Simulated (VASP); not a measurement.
Write the native input for VASP 6.6.1 that does the following.

```yaml
Task: single point
Functional: r2SCAN
Potentials_or_basis: VASP PAW PBE potentials, release 64 (Cd, Te)
Cutoff: 520 eV
k_mesh: 8 × 8 × 8
Occupations: gaussian, width 0.05 eV
Spin: no spin polarisation
Dipole_correction: no
Further_INCAR_settings: ALGO = Normal; EDIFF = 1e-07; NBANDS = 16
```

CdTe:

```
Cd Te
1.0
     0.00000    3.36525    3.04475
     3.36525    0.00000    3.04475
     3.36525    3.36525    0.00000
Cd Te
1 1
Direct
  0.00000 0.00000 0.00000
  0.75000 0.75000 0.75000
```

This cell differs from its parent crystal: strain +0.050 along x and y, -0.050 along z.

One way to write it, as run:

POSCAR

```
CdTe
1.0
    0.0000000000      3.3652500000      3.0447500000
    3.3652500000      0.0000000000      3.0447500000
    3.3652500000      3.3652500000      0.0000000000
Cd Te
1 1
Direct
    0.0000000000      0.0000000000      0.0000000000
    0.7500000000      0.7500000000      0.7500000000
```

INCAR.step1

```
SYSTEM = CdTe
PREC = Accurate ; ENCUT = 520
ISMEAR = 0 ; SIGMA = 0.05
LREAL = .FALSE. ; LASPH = .TRUE.
NELM = 60 ; NBANDS = 16
GGA = PE ; ALGO = Normal
EDIFF = 1E-4 ; LWAVE = .TRUE.
LCHARG = .FALSE.
```

INCAR.step2

```
SYSTEM = CdTe
PREC = Accurate ; ENCUT = 520
EDIFF = 1E-7 ; ISMEAR = 0
SIGMA = 0.05 ; LREAL = .FALSE.
LASPH = .TRUE. ; NELM = 60
ALGO = Normal ; ISIF = 2
LWAVE = .FALSE. ; LCHARG = .TRUE.
METAGGA = R2SCAN ; LMIXTAU = .TRUE.
LELF = .TRUE. ; LVHAR = .TRUE.
NBANDS = 16 ; ISTART = 1
```

KPOINTS

```
regular mesh
0
G
  8 8 8
  0 0 0
```

Potentials or basis: VASP PAW PBE potentials, release 64 (Cd, Te).

The run is started by

```console
$ cat potpaw_PBE.64/Cd/POTCAR potpaw_PBE.64/Te/POTCAR > POTCAR
$ cp INCAR.step1 INCAR
$ mpirun -np 1 vasp_std > vasp.out
$ cp INCAR.step2 INCAR
$ mpirun -np 1 vasp_std > vasp.out
```

Results of the run:

| Property | Result |
| --- | --- |
| Pressure | 0.9 GPa |
| Band gap on the k mesh | 1.02 eV, direct |

Caveat: the cell differs from its parent crystal (strain +0.050 along x and y, -0.050 along z); the PAW data sets were made with another functional, which shifts forces and pressure a little; spin-orbit coupling is left out, which moves the levels of the heavy elements.

Wall time 5.4 min on 1 thread of Intel(R) Xeon(R) Platinum 8175M CPU @ 2.50GHz (Skylake/Cascade Lake) (shared host), peak memory 0.25 GiB.
